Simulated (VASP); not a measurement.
Here is a VASP 6.6.1 calculation.

INCAR

```
ALGO = Normal
EDIFF = 1E-7
ENCUT = 520
GGA = PE
ISIF = 2
ISMEAR = 0
LASPH = True
LCHARG = False
LREAL = False
LWAVE = False
NBANDS = 36
NELM = 100
PREC = Accurate
SIGMA = 0.1
```

Contents of KPOINTS:

```
k-points
0
Gamma
  3 3 6
```

POSCAR

```
ZnCd2Se3
1.0
    9.5834376070      0.0000000000      0.0000000000
   -4.7917188035      8.2995004232      0.0000000000
    0.0000000000      0.0000000000      2.7216867097
Zn Cd Se
1 2 3
Direct
    0.0000000000      0.0000000000      0.5000000000
    0.3333333333      0.6666666667      0.5000000000
    0.6666666667      0.3333333333      0.5000000000
    0.5000000000      0.0000000000      0.5000000000
    0.0000000000      0.5000000000      0.5000000000
    0.5000000000      0.5000000000      0.5000000000
```

Potentials or basis: VASP PAW PBE potentials, release 64 (Zn, Cd, Se).

Launch:

```bash
$ cat potpaw_PBE.64/Zn/POTCAR potpaw_PBE.64/Cd/POTCAR potpaw_PBE.64/Se/POTCAR > POTCAR
$ mpirun -np 1 vasp_std > vasp.out
```

Task: Estimate the band gap on the k mesh.

Result: Zero (band 27 reaches 1.89 eV, above the bottom of band 28 at -0.68 eV).

Task: What does it give for the pressure?

Result: 0.2 GPa.

Caveat: the k points lie up to 0.38 Å⁻¹ apart.
